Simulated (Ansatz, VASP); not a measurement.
**Two plane-wave programs on NiO**

```
Ni O
1.0
     0.00000    2.09131    2.09131
     2.09131    0.00000    2.09131
     2.09131    2.09131    0.00000
Ni O
1 1
Cartesian
  0.0000 0.0000 0.0000
  2.0913 2.0913 2.0913
```

Alike in both runs: functional PBE; k mesh 11 × 11 × 11; occupations fermi-dirac, width 0.05 eV; collinear spin; Hubbard terms Ni d U = 1.0 eV.

|  | VASP | Ansatz |
| --- | --- | --- |
| version | VASP 6.6.1 | Ansatz 0.2.0 |
| potentials or method | VASP PAW PBE potentials, release 64 (Ni, O) | Ansatz PAW |
| plane-wave cutoff (eV) | 520 | 420 |
| valence electrons in the cell | 16 | 24 |
| task | single point | band structure |

```tsv
	VASP	Ansatz	Ansatz less VASP
gap on the k mesh at the Fermi level (eV)	none	none	-
pressure (GPa)	5.9	7.7	+1.78
net moment per atom (μB)	0.99	0.99	+0.001
size of the moment on the site where the two differ most (μB)	1.63	1.59	-0.036
```

Site moments also hang on the region over which each program counts them. The programs project onto different local orbitals, so the same U acts differently, and such runs can settle in different states. A gap of «none» marks a metal or a gap that the smearing closes. VASP's potentials hold 16 valence electrons a cell and Ansatz's 24, so a difference there can come from the potentials and not from the codes.

Noted on Ansatz's run: the magnetic or orbital state may not be the lowest.
